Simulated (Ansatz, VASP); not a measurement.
## One calculation of Li2Se, two programs

```
Li Se
1.0
     0.00000    3.04201    3.04201
     3.04201    0.00000    3.04201
     3.04201    3.04201    0.00000
Li Se
2 1
Direct
  0.25000 0.25000 0.25000
  0.75000 0.75000 0.75000
  0.00000 0.00000 0.00000
```

Change from the starting cell: volume scaled by 1.04.

Alike in both runs: task single point; functional LDA; k mesh 9 × 9 × 9; occupations fermi-dirac, width 0.03 eV; no spin polarisation.

|  | VASP | Ansatz |
| --- | --- | --- |
| version | VASP 6.6.1 | Ansatz 0.2.0 |
| potentials or method | VASP PAW LDA potentials, release 64 (Li_sv, Se), cutoff 750 eV | all-electron LAPW, scalar-relativistic |

Ansatz gave:

| Quantity | Value |
| --- | --- |
| gap on the k mesh at the Fermi level (eV) | 2.92 |
| pressure (GPa) | -3.6 |

**Question.** Which values does VASP return?

**Answer.** gap on the k mesh at the Fermi level (eV): 2.91; pressure (GPa): -3.6.

LDA's correlation is that of Perdew and Zunger in VASP and of Perdew and Wang (1992) in Ansatz. Ansatz ran all-electron here, and VASP with PAW potentials.
